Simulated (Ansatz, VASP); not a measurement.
**BN: VASP beside Ansatz**

POSCAR

```
BN
1.0
    0.0000000000      1.7458259401      1.6585346431
    1.7458259401      0.0000000000      1.6585346431
    1.7458259401      1.7458259401      0.0000000000
B N
1 1
Direct
    0.0000000000      0.0000000000      0.0000000000
    0.5000000000      0.5000000000      0.5000000000
```

INCAR.step1

```
SYSTEM = BN
  ALGO = Normal
  EDIFF = 1E-4
  ENCUT = 520
  GGA = PE
  ISMEAR = 0
  LASPH = .True.
  LCHARG = .False.
  LREAL = .False.
  LWAVE = .True.
  NBANDS = 11
  NELM = 80
  PREC = Accurate
  SIGMA = 0.01
```

File INCAR.step2:

```
SYSTEM = BN
  ALGO = Normal
  EDIFF = 1E-7
  ENCUT = 520
  ISIF = 2
  ISMEAR = 0
  ISTART = 1
  LASPH = .True.
  LCHARG = .False.
  LMIXTAU = .True.
  LREAL = .False.
  LWAVE = .False.
  METAGGA = R2SCAN
  NBANDS = 11
  NELM = 80
  PREC = Accurate
  SIGMA = 0.01
```

File KPOINTS:

```
k-points
0
Gamma
  12 12 12
  0 0 0
```

Input for Ansatz:

```yaml
crystal:
  lattice:
    - [0.0, 1.7458259401, 1.6585346431]
    - [1.7458259401, 0.0, 1.6585346431]
    - [1.7458259401, 1.7458259401, 0.0]
  atoms:
    - { symbol: B, position: [0.0, 0.0, 0.0] }
    - { symbol: "N", position: [0.5, 0.5, 0.5] }
kpoints:
  mp_grid: { grid: [12, 12, 12] }
  band_path:
    path:
      - [0.0, 0.0, 0.0]
      - [0.5, 0.0, 0.5]
      - [0.625, 0.25, 0.625]
      - [0.375, 0.375, 0.75]
      - [0.5, 0.5, 0.5]
      - [0.5, 0.25, 0.75]
      - [0.145833, 0.145833, 0.291667]
      - [0.5, 0.5, 0.0]
    npoints: 1
hamiltonian:
  xc: r2scan
scf:
  occupations: { method: fixed }
  n_extra_bands: 4
output:
  forces: true
  stress: true
  eigenvalues: true
```

Change from the starting cell: uniaxial_z strain -5.0%.

Alike in both runs: task single point; functional r2SCAN; k mesh 12 × 12 × 12; no spin polarisation.

|  | VASP | Ansatz |
| --- | --- | --- |
| version | VASP 6.6.1 | Ansatz 0.2.0 |
| potentials or method | VASP PAW PBE potentials, release 64 (B, N) | plane waves, PAW |
| plane-wave cutoff (eV) | 520 | 500 |
| occupations | gaussian, width 0.01 eV | fixed |
| valence electrons in the cell | 8 | 8 |

```csv
,VASP,Ansatz,Ansatz less VASP
gap on the k mesh at the Fermi level (eV),0.97,0.98,+0.012
pressure (GPa),25.0,24.3,-0.71
"traceless stress, the component that is largest in VASP (GPa)",11.64,11.21,-0.425
```

VASP's potentials were made for PBE, not for r2SCAN.
